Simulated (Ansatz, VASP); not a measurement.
# FeO: VASP beside Ansatz

```
CELL_PARAMETERS angstrom
1.51882 0.87689 2.51958
-1.51882 0.87689 2.51958
0.00000 -1.75378 2.51958
ATOMIC_POSITIONS crystal
Fe 0.00000 0.00000 0.00000
O 0.50000 0.50000 0.50000
```

Alike in both runs: task single point; functional PBE; k mesh 10 × 10 × 10; occupations gaussian, width 0.025 eV; collinear spin.

|  | VASP | Ansatz |
| --- | --- | --- |
| version | VASP 6.6.1 | Ansatz 0.2.0 |
| potentials or method | VASP PAW PBE potentials, release 64 (Fe, O), cutoff 520 eV | plane waves, PAW |
| valence electrons in the cell | 14 | 22 |

```csv
,VASP,Ansatz,Ansatz less VASP
pressure (GPa),-1.2,-1.3,-0.04
"traceless stress, the component that is largest in VASP (GPa)",-0.80,-0.75,+0.058
net moment per atom (μB),2.00,2.00,+0.001
size of the moment on the site where the two differ most (μB),3.62,3.45,-0.165
```

Site moments also hang on the region over which each program counts them. The functional is the same, so the differences come from potentials, cutoffs and numerics. VASP's potentials hold 14 valence electrons a cell and Ansatz's 22, so a difference there can come from the potentials and not from the codes. Ansatz's warnings: given moment on shells, stress scf threshold loose.
